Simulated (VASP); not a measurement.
Crystal: Ta2AlN2.

```
CELL_PARAMETERS angstrom
3.60953 0.00000 0.00000
-1.80476 3.12594 0.00000
0.00000 0.00000 7.64158
ATOMIC_POSITIONS crystal
Ta 0.00000 0.00000 0.32272
Ta 0.00000 0.00000 0.67728
Al 0.00000 0.00000 0.00000
N 0.33333 0.66667 0.50000
N 0.66667 0.33333 0.50000
```

The cell was generated, and may not be a known phase.

- Program: VASP 6.6.1
- Task: relaxation of cell and atoms
- Functional: PBE
- Potentials or basis: VASP PAW PBE potentials, release 64 (Ta_pv, Al, N)
- Cutoff: 600 eV
- k mesh: 6 × 6 × 2
- Occupations: gaussian, width 0.1 eV
- Spin: no spin polarisation

At the start: pressure -13.8 GPa; volume 17.24 Å³/atom.

**Question.** Where does the relaxation end?

**Answer.** Over 8 steps the energy falls by 311.0 meV/atom and the volume is 15.63 Å³/atom (-9.4 %); space group P6/mmm (No. 191, to 0.1 Å) before and after.

The path:
| step | energy change (eV) | largest force (eV/Å) | pressure (GPa) | volume (Å³) |
| --- | --- | --- | --- | --- |
| 1 | 0.0000 | 5.5472 | -13.75 | 86.22 |
| 2 | 0.7900 | 11.8626 | 45.18 | 68.74 |
| 3 | -1.5138 | 0.1153 | 2.16 | 77.23 |
| 4 | -1.5137 | 0.2641 | 2.71 | 77.05 |
| 5 | -1.5145 | 0.5710 | -2.07 | 78.84 |
| 6 | -1.5538 | 0.1676 | 0.16 | 77.95 |
| 7 | -1.5538 | 0.1597 | 0.21 | 77.93 |
| 8 | -1.5549 | 0.0307 | 0.21 | 78.15 |

Final structure:
```
Ta Al N
1.0
     3.40311    0.00000    0.00000
    -1.70155    2.94718    0.00000
     0.00000    0.00000    7.79153
Ta Al N
2 1 2
Direct
  0.00000 0.00000 0.34148
  0.00000 0.00000 0.65852
  0.00000 0.00000 0.00000
  0.33333 0.66667 0.50000
  0.66667 0.33333 0.50000
```

Caveat: the k points lie up to 0.40 Å⁻¹ apart in the final cell, too coarse for converged energies and pressures of a metal.
